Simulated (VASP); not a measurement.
# SiC (Moissanite) (P6_3mc) in VASP: a series of runs, part 2 of 2

VASP 6.6.1. Earlier steps stand in the parts before.

### Step 3. Single point, PBE

This run uses another cell than the first one, of 10.62 Å³/atom, 1.055 times its volume.

INCAR reads:

```
SYSTEM = SiC
ALGO = Normal ; EDIFF = 1E-6
ENCUT = 520 ; GGA = PE
ISIF = 2 ; ISMEAR = 0
LASPH = .TRUE. ; LCHARG = .FALSE.
LREAL = .FALSE. ; LWAVE = .FALSE.
NBANDS = 16 ; NELM = 80
PREC = Accurate ; SIGMA = 0.01
```

KPOINTS reads:

```
k-points
0
G
  12 12 4
  0 0 0
```

POSCAR reads:

```
SiC
1.0
    3.1031027181      0.0000000000      0.0000000000
   -1.5515513590      2.6873616059      0.0000000000
    0.0000000000      0.0000000000      5.0924780627
Si C
2 2
Direct
    0.3333333333      0.6666666667      0.0000000000
    0.6666666667      0.3333333333      0.5000000000
    0.3333333333      0.6666666667      0.3850000000
    0.6666666667      0.3333333333      0.8850000000
```

Potentials or basis: VASP PAW PBE potentials, release 64 (Si, C).

On the command line:

```console
$ cat potpaw_PBE.64/Si/POTCAR potpaw_PBE.64/C/POTCAR > POTCAR
$ mpirun -np 1 vasp_std > vasp.out
```

OUTCAR:

```text
SYSTEM = SiC
   EDIFF = 1E-6
   ENCUT = 520
   GGA = PE
   ISIF = 2
   ISMEAR = 0
   LASPH = .TRUE.
   LREAL = .FALSE.
   NELM = 80
   PREC = Accurate

 ion  position               nearest neighbor table
   1  0.333  0.667  0.000-   4 1.88   4 1.88   4 1.88   3 1.96   2 3.11   2 3.11   2 3.11   2 3.11
                             2 3.11   2 3.11
   2  0.667  0.333  0.500-   3 1.88   3 1.88   3 1.88   4 1.96   1 3.11   1 3.11   1 3.11   1 3.11
                             1 3.11   1 3.11
   3  0.333  0.667  0.385-   2 1.88   2 1.88   2 1.88   1 1.96
   4  0.667  0.333  0.885-   1 1.88   1 1.88   1 1.88   2 1.96

  LATTYP: Found a hexagonal cell.
 ALAT       =     3.1031027181
 C/A-ratio  =     1.6410923277

  Lattice vectors:

 A1 = (   3.1031027181,   0.0000000000,   0.0000000000)
 A2 = (  -1.5515513590,   2.6873616059,   0.0000000000)
 A3 = (   0.0000000000,   0.0000000000,   5.0924780627)

Analysis of symmetry for initial positions (statically):
=====================================================================
 Subroutine PRICEL returns:
 Original cell was already a primitive cell.

 Routine SETGRP: Setting up the symmetry group for a
 hexagonal supercell.

 Subroutine GETGRP returns: Found 12 space group operations
 (whereof  6 operations were pure point group operations)
 out of a pool of 24 trial point group operations.

The static configuration has the point symmetry C_3v.
 The point group associated with its full space group is C_6v.

Analysis of symmetry for dynamics (positions and initial velocities):
=====================================================================
 Subroutine PRICEL returns:
 Original cell was already a primitive cell.

 Routine SETGRP: Setting up the symmetry group for a
 hexagonal supercell.
[... 122 lines left out ...]
   NUPDOWN=      -1.0000    fix difference up-down
   EMIN   =  10.00;   EMAX   =-10.00  energy-range for DOS
   EFERMI =   0.00;   METHOD = LEGACY
   ISMEAR =     0;   SIGMA  =   0.01  broadening in eV -4-tet -1-fermi 0-gaus
   EFERMI_NEDOS =   21; number of points for ismear=-14 and -15
   IALGO  =     38    algorithm
   IMIX   =      4    mixing-type and parameters
     AMIX     =   0.40;   BMIX     =  1.00
     AMIX_MAG =   1.60;   BMIX_MAG =  1.00
  volume/ion in A,a.u.               =      10.62        71.65
  Fermi-wavevector in a.u.,A,eV,Ry     =   1.182400  2.234412 19.021888  1.398069
  Thomas-Fermi vector in A             =   2.318655
   LORBIT       =      0    0 simple, 1 ext, 2 COOP (PROOUT), +10 PAW based schemes
   GGA     = PE    functional components
   LHFCALC =     F    Hartree Fock is set to
   AEXX    =    0.0000 exact exchange contribution
   IVDW    =     0    specifies the selected vdW correction
   LEPSILON=     F    determine dielectric tensor
   LRPA    =     F    only Hartree local field effects (RPA)
 non-spin polarized calculation
 Gauss-broadening in eV      SIGMA  =   0.01
  energy-cutoff  :      520.00
  volume of cell :       42.47
 maximum number of plane-waves:      1170
 NGX is ok and might be reduce to    24
   NGX = 11   NGY = 11   NGZ = 19

 number of electron      16.0000001 magnetization

 Free energy of the ion-electron system (eV)
  ---------------------------------------------------
  ext. energy  EPLUGINS =         0.00000000
  ---------------------------------------------------
  free energy    TOTEN  =       -30.07333749 eV

  energy without entropy =      -30.07333749  energy(sigma->0) =      -30.07333749

 E-fermi :   8.1929     XC(G=0): -11.2342

 val. band max:        8.1144659905   @ k =   0.0000   0.0000   0.0000
 cond. band min:      10.4843691509   @ k =   0.3333   0.3333   0.0000
 fundamental gap:      2.3699031604
 Fermi energy:         8.1928887934

 k-point     1 :       0.0000    0.0000    0.0000
  band No.  band energies     occupation
      1      -7.4027      2.00000
      2      -3.9996      2.00000
      3      -0.4242      2.00000
      4       6.5707      2.00000
      5       6.5707      2.00000
      6       7.8371      2.00000
[... 433 lines left out ...]
      3       0.8802      2.00000
      4       2.6962      2.00000
      5       3.1717      2.00000
      6       5.2038      2.00000
[... 8 lines left out ...]
     15      19.1889      0.00000
     16      19.5303      0.00000

 [... further k-points ...]
[... 5 lines left out ...]
  --------------------------------------------------------------------------------------
  -------------------------------------------------------------------------------------
  Total       -0.2014001     -0.2013995     -1.2137438     -0.0000000      0.0000000      0.0000000
  in kB       -7.5983427     -7.5983191    -45.7916387     -0.0000000      0.0000000      0.0000000
  external PRESSURE =     -20.3294335 kB  Pullay stress =       0.0000000 kB

 VOLUME and BASIS-vectors are now :
 -----------------------------------------------------------------------------
  energy-cutoff  :      520.00
  volume of cell :       42.47
      direct lattice vectors                 reciprocal lattice vectors
     3.103102718  0.000000000  0.000000000     0.322258104  0.186056093  0.000000000
    -1.551551359  2.687361606  0.000000000     0.000000000  0.372112185  0.000000000
     0.000000000  0.000000000  5.092478063     0.000000000  0.000000000  0.196368053

 POSITION                                       TOTAL-FORCE (eV/Angst)
 -----------------------------------------------------------------------------------
     -0.00000      1.79157      0.00000        -0.000000      0.000000      0.711596
      1.55155      0.89579      2.54624         0.000000     -0.000000      0.711596
     -0.00000      1.79157      1.96060         0.000000     -0.000000     -0.711596
      1.55155      0.89579      4.50684        -0.000000      0.000000     -0.711596
 -----------------------------------------------------------------------------------
    total drift:                               -0.000000      0.000000      0.000332

  FREE ENERGIE OF THE ION-ELECTRON SYSTEM (eV)
  ---------------------------------------------------
  free  energy   TOTEN  =       -30.0733374858 eV

  energy  without entropy=      -30.0733374858  energy(sigma->0) =      -30.07333749
```

stdout:

```text
POSCAR found type information on POSCAR SiC
 POSCAR found :  2 types and       4 ions
 scaLAPACK will be used
 LDA part: xc-table for (Slater+PW92), standard interpolation
 POSCAR, INCAR and KPOINTS ok, starting setup
 FFT: planning ... GRIDC
 FFT: planning ... GRID_SOFT
 FFT: planning ... GRID
 WAVECAR not read
 entering main loop
```

It took 40 s on 1 thread of Intel Xeon 8259CL, shared host; peak memory 0.17 GiB.

Results:

```
Free energy            : -30.0733 eV
Pressure               : -2.0 GPa
Largest force          : 0.712 eV/Å
Band gap on the k mesh : 2.37 eV, indirect (least direct gap 4.02 eV)
```

Forces in eV/Å, atoms in the order of the input:
```
Si   0.000  0.000  0.712
Si   0.000  0.000  0.712
C    0.000  0.000 -0.712
C    0.000  0.000 -0.712
```

Levels at points of the mesh, in eV from the valence-band top:
```
           k point  band 6  band 7  band 8  band 9  band 10  band 11
(0.00, 0.00, 0.00)   -0.28   -0.28    0.00    4.40     5.75     6.35
(0.50, 0.00, 0.00)   -3.49   -3.18   -1.48    2.54     4.16     6.54
(0.00, 0.00, 0.50)   -0.96   -0.96   -0.96    5.48     5.48     7.03
(0.50, 0.00, 0.50)   -2.65   -2.31   -2.31    3.11     3.11     4.88
```

A k mesh can miss the band edges.

### Step 4. Single point, PBE

This run uses another cell than the first one, of 10.89 Å³/atom, 1.082 times its volume.

INCAR reads:

```
ALGO = Normal
EDIFF = 1E-6
ENCUT = 520
GGA = PE
ISIF = 2
ISMEAR = 0
LASPH = True
LCHARG = False
LREAL = False
LWAVE = False
NBANDS = 16
NELM = 100
PREC = Accurate
SIGMA = 0.01
```

KPOINTS reads:

```
k-points
0
Gamma
  12 12 4
```

POSCAR reads:

```
SiC
1.0
    3.1297400958      0.0000000000      0.0000000000
   -1.5648700479      2.7104302158      0.0000000000
    0.0000000000      0.0000000000      5.1361924589
Si C
2 2
Direct
    0.3333333333      0.6666666667      0.0000000000
    0.6666666667      0.3333333333      0.5000000000
    0.3333333333      0.6666666667      0.3850000000
    0.6666666667      0.3333333333      0.8850000000
```

Potentials or basis: VASP PAW PBE potentials, release 64 (Si, C).

On the command line:

```console
$ cat potpaw_PBE.64/Si/POTCAR potpaw_PBE.64/C/POTCAR > POTCAR
$ mpirun -np 1 vasp_std > vasp.out
```

OUTCAR:

```text
EDIFF = 1E-6
   ENCUT = 520
   GGA = PE
   ISIF = 2
   ISMEAR = 0
   LASPH = True
   LREAL = False
   NELM = 100
   PREC = Accurate

 ion  position               nearest neighbor table
   1  0.333  0.667  0.000-   4 1.90   4 1.90   4 1.90   3 1.98   2 3.14   2 3.14   2 3.14   2 3.14
                             2 3.14   2 3.14
   2  0.667  0.333  0.500-   3 1.90   3 1.90   3 1.90   4 1.98   1 3.14   1 3.14   1 3.14   1 3.14
                             1 3.14   1 3.14
   3  0.333  0.667  0.385-   2 1.90   2 1.90   2 1.90   1 1.98
   4  0.667  0.333  0.885-   1 1.90   1 1.90   1 1.90   2 1.98

  LATTYP: Found a hexagonal cell.
 ALAT       =     3.1297400958
 C/A-ratio  =     1.6410923277

  Lattice vectors:

 A1 = (   3.1297400958,   0.0000000000,   0.0000000000)
 A2 = (  -1.5648700479,   2.7104302158,   0.0000000000)
 A3 = (   0.0000000000,   0.0000000000,   5.1361924589)

Analysis of symmetry for initial positions (statically):
=====================================================================
 Subroutine PRICEL returns:
 Original cell was already a primitive cell.

 Routine SETGRP: Setting up the symmetry group for a
 hexagonal supercell.
[... 170 lines left out ...]
  free energy    TOTEN  =       -30.04208837 eV

  energy without entropy =      -30.04208837  energy(sigma->0) =      -30.04208837

 E-fermi :   7.9411     XC(G=0): -11.1232

 val. band max:        7.8323987019   @ k =   0.0000   0.0000   0.0000
 cond. band min:      10.2473282927   @ k =   0.3333   0.3333   0.0000
 fundamental gap:      2.4149295909
 Fermi energy:         7.9410684574

 k-point     1 :       0.0000    0.0000    0.0000
  band No.  band energies     occupation
      1      -7.4855      2.00000
      2      -4.1769      2.00000
      3      -0.5592      2.00000
      4       6.3013      2.00000
      5       6.3013      2.00000
      6       7.5533      2.00000
[... 433 lines left out ...]
      3       0.6702      2.00000
      4       2.4593      2.00000
      5       2.9722      2.00000
      6       4.9624      2.00000
[... 8 lines left out ...]
     15      18.6315      0.00000
     16      19.0284      0.00000

 [... further k-points ...]
[... 5 lines left out ...]
  --------------------------------------------------------------------------------------
  -------------------------------------------------------------------------------------
  Total       -1.6465401     -1.6465350     -2.4369209      0.0000000      0.0000000      0.0000000
  in kB      -60.5473442    -60.5471559    -89.6115998      0.0000000      0.0000000      0.0000000
  external PRESSURE =     -70.2353666 kB  Pullay stress =       0.0000000 kB

 VOLUME and BASIS-vectors are now :
 -----------------------------------------------------------------------------
  energy-cutoff  :      520.00
  volume of cell :       43.57
      direct lattice vectors                 reciprocal lattice vectors
     3.129740096  0.000000000  0.000000000     0.319515349  0.184472560  0.000000000
    -1.564870048  2.710430216  0.000000000     0.000000000  0.368945120  0.000000000
     0.000000000  0.000000000  5.136192459     0.000000000  0.000000000  0.194696754

 POSITION                                       TOTAL-FORCE (eV/Angst)
 -----------------------------------------------------------------------------------
     -0.00000      1.80695      0.00000        -0.000000      0.000000      0.674139
      1.56487      0.90348      2.56810         0.000000      0.000000      0.674139
     -0.00000      1.80695      1.97743        -0.000000     -0.000000     -0.674139
      1.56487      0.90348      4.54553         0.000000      0.000000     -0.674139
 -----------------------------------------------------------------------------------
    total drift:                               -0.000000      0.000000     -0.000343

  FREE ENERGIE OF THE ION-ELECTRON SYSTEM (eV)
  ---------------------------------------------------
  free  energy   TOTEN  =       -30.0420883707 eV

  energy  without entropy=      -30.0420883707  energy(sigma->0) =      -30.04208837
```

OSZICAR:

```text
N       E                     dE             d eps       ncg     rms          rms(c)
DAV:   1     0.250179390655E+02    0.25018E+02   -0.70652E+03  1824   0.889E+02
DAV:   2    -0.309141023760E+02   -0.55932E+02   -0.50688E+02  2608   0.155E+02
DAV:   3    -0.334823349396E+02   -0.25682E+01   -0.25562E+01  2400   0.303E+01
DAV:   4    -0.335025304459E+02   -0.20196E-01   -0.20192E-01  2224   0.328E+00
DAV:   5    -0.335027403498E+02   -0.20990E-03   -0.20990E-03  2376   0.317E-01    0.118E+01
DAV:   6    -0.300997948175E+02    0.34029E+01   -0.62744E+00  2312   0.152E+01    0.522E+00
DAV:   7    -0.300586900456E+02    0.41105E-01   -0.99888E-01  2600   0.579E+00    0.238E+00
DAV:   8    -0.300431113764E+02    0.15579E-01   -0.42221E-02  2024   0.135E+00    0.598E-01
DAV:   9    -0.300417059251E+02    0.14055E-02   -0.72816E-03  2312   0.573E-01    0.127E-01
DAV:  10    -0.300420558262E+02   -0.34990E-03   -0.10996E-03  2160   0.190E-01    0.588E-02
DAV:  11    -0.300420866903E+02   -0.30864E-04   -0.11085E-04  2128   0.733E-02    0.137E-02
DAV:  12    -0.300420876930E+02   -0.10026E-05   -0.76699E-06  2296   0.177E-02    0.415E-03
DAV:  13    -0.300420883707E+02   -0.67768E-06   -0.59563E-07  1680   0.514E-03
   1 F= -.30042088E+02 E0= -.30042088E+02  d E =-.506599E-56
```

stdout:

```text
POSCAR found type information on POSCAR SiC
 POSCAR found :  2 types and       4 ions
 scaLAPACK will be used
 LDA part: xc-table for (Slater+PW92), standard interpolation
 POSCAR, INCAR and KPOINTS ok, starting setup
 FFT: planning ... GRIDC
 FFT: planning ... GRID_SOFT
 FFT: planning ... GRID
 WAVECAR not read
 entering main loop
```

It took 39 s on 1 thread of Intel Xeon 8259CL, shared host; peak memory 0.17 GiB.

Results:

| Property | Result |
| --- | --- |
| Free energy | -30.0421 eV |
| Pressure | -7.0 GPa |
| Largest force | 0.674 eV/Å |
| Band gap on the k mesh | 2.41 eV, indirect (least direct gap 3.97 eV) |

Forces on the atoms (eV/Å):
```
Si   0.000  0.000  0.674
Si   0.000  0.000  0.674
C    0.000  0.000 -0.674
C    0.000  0.000 -0.674
```

Stress tensor (GPa, compression positive):
```
-6.05  0.00  0.00
 0.00 -6.05  0.00
 0.00  0.00 -8.96
```

Levels at points of the mesh, in eV from the valence-band top:
| k point | band 4 | band 5 | band 6 | band 7 | band 8 | band 9 | band 10 | band 11 | band 12 | band 13 |
| --- | --- | --- | --- | --- | --- | --- | --- | --- | --- | --- |
| (0.00, 0.00, 0.00) | -1.53 | -1.53 | -0.28 | -0.28 | 0.00 | 4.18 | 5.47 | 6.21 | 6.21 | 7.10 |
| (0.50, 0.00, 0.00) | -6.43 | -5.24 | -3.44 | -3.11 | -1.47 | 2.50 | 4.13 | 6.34 | 7.01 | 9.24 |
| (0.00, 0.00, 0.50) | -4.35 | -0.96 | -0.96 | -0.96 | -0.96 | 5.25 | 5.25 | 6.89 | 6.89 | 6.89 |
| (0.50, 0.00, 0.50) | -8.22 | -2.62 | -2.62 | -2.29 | -2.29 | 3.05 | 3.05 | 4.77 | 4.77 | 10.02 |

### Step 5. Single point, PBE

This run uses another cell than the first one, of 11.17 Å³/atom, 1.110 times its volume.

INCAR reads:

```
SYSTEM = SiC
ALGO = Normal
EDIFF = 1E-6
ENCUT = 520
GGA = PE
ISIF = 2
ISMEAR = 0
LASPH = .True.
LCHARG = .True.
LELF = .True.
LREAL = .False.
LVHAR = .True.
LWAVE = .False.
NBANDS = 16
NELM = 60
PREC = Accurate
SIGMA = 0.01
```

KPOINTS reads:

```
k-points
0
Gamma
  12 12 4
  0 0 0
```

POSCAR reads:

```
SiC
1.0
    3.1559316072      0.0000000000      0.0000000000
   -1.5779658036      2.7331126948      0.0000000000
    0.0000000000      0.0000000000      5.1791751473
Si C
2 2
Direct
    0.3333333333      0.6666666667      0.0000000000
    0.6666666667      0.3333333333      0.5000000000
    0.3333333333      0.6666666667      0.3850000000
    0.6666666667      0.3333333333      0.8850000000
```

On the command line:

```console
$ cat potpaw_PBE.64/Si/POTCAR potpaw_PBE.64/C/POTCAR > POTCAR
$ mpirun -np 1 vasp_std > vasp.out
```

Run time: 41 s. Hardware: 1 thread of Intel Xeon 8259CL, shared host; peak memory 0.17 GiB.

The run converged. Its results:

- Free energy: -29.9786 eV
- Pressure: -11.4 GPa
- Largest force: 0.639 eV/Å
- Band gap on the k mesh: 2.45 eV, indirect (least direct gap 3.92 eV)

Forces on the atoms (eV/Å):
```
Si   0.000  0.000  0.639
Si   0.000  0.000  0.639
C    0.000  0.000 -0.639
C    0.000  0.000 -0.639
```

Stress tensor (GPa, compression positive):
```
-10.70   0.00   0.00
  0.00 -10.70   0.00
  0.00   0.00 -12.79
```

Levels at points of the mesh, in eV from the valence-band top:
| k point | band 6 | band 7 | band 8 | band 9 | band 10 | band 11 |
| --- | --- | --- | --- | --- | --- | --- |
| (0.00, 0.00, 0.00) | -0.28 | -0.28 | 0.00 | 3.97 | 5.20 | 6.07 |
| (0.50, 0.00, 0.00) | -3.39 | -3.04 | -1.47 | 2.45 | 4.09 | 6.15 |
| (0.00, 0.00, 0.50) | -0.95 | -0.95 | -0.95 | 5.03 | 5.03 | 6.76 |
| (0.50, 0.00, 0.50) | -2.58 | -2.26 | -2.26 | 2.99 | 2.99 | 4.67 |

### Step 6. Summary

```tsv
cell	gap on the mesh (eV)	pressure (GPa)	largest force (eV/Å)
a = 3.048, b = 3.048, c = 5.003 Å, angles 90.0, 90.0, 120.0°, 4 atoms	2.27	10.1	0.79
a = 3.103, b = 3.103, c = 5.092 Å, angles 90.0, 90.0, 120.0°, 4 atoms	2.37	-2.0	0.71
a = 3.130, b = 3.130, c = 5.136 Å, angles 90.0, 90.0, 120.0°, 4 atoms	2.41	-7.0	0.67
a = 3.156, b = 3.156, c = 5.179 Å, angles 90.0, 90.0, 120.0°, 4 atoms	2.45	-11.4	0.64
```

Alike in all rows: task single point; level PBE; potentials or basis VASP PAW PBE potentials, release 64 (Si, C); no spin polarisation; k mesh 12 × 12 × 4; cutoff (eV) 520; smearing gaussian 0.01 eV.

Absolute energies hang on the potentials; compare differences alone.
